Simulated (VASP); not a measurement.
Input of a VASP 6.6.1 run:

The input INCAR:

```
SYSTEM = K
ALGO = Normal
EDIFF = 1E-7
ENCUT = 520
GGA = PS
ISIF = 2
ISMEAR = -1
LASPH = .TRUE.
LCHARG = .TRUE.
LELF = .TRUE.
LREAL = .FALSE.
LVHAR = .TRUE.
LWAVE = .FALSE.
NBANDS = 10
NELM = 100
PREC = Accurate
SIGMA = 0.08
```

File KPOINTS:

```
k-points
0
G
  10 10 10
  0 0 0
```

Contents of POSCAR:

```
K
1.0
   -2.6693463691      2.6693463691      2.6693463691
    2.6693463691     -2.6693463691      2.6693463691
    2.6693463691      2.6693463691     -2.6693463691
K
1
Direct
    0.0000000000      0.0000000000      0.0000000000
```

Potentials or basis: VASP PAW PBE potentials, release 64 (K_sv).

Launch:

```sh
$ cat potpaw_PBE.64/K_sv/POTCAR > POTCAR
$ mpirun -np 1 vasp_std > vasp.out
```

Q: Predict the pressure.

A: -0.2 GPa.

Q: Predict the band gap on the k mesh.

A: Zero (an odd number of electrons rules out a gap without spin polarisation).

Caveat: the PAW data sets were made with another functional, which shifts forces and pressure a little.
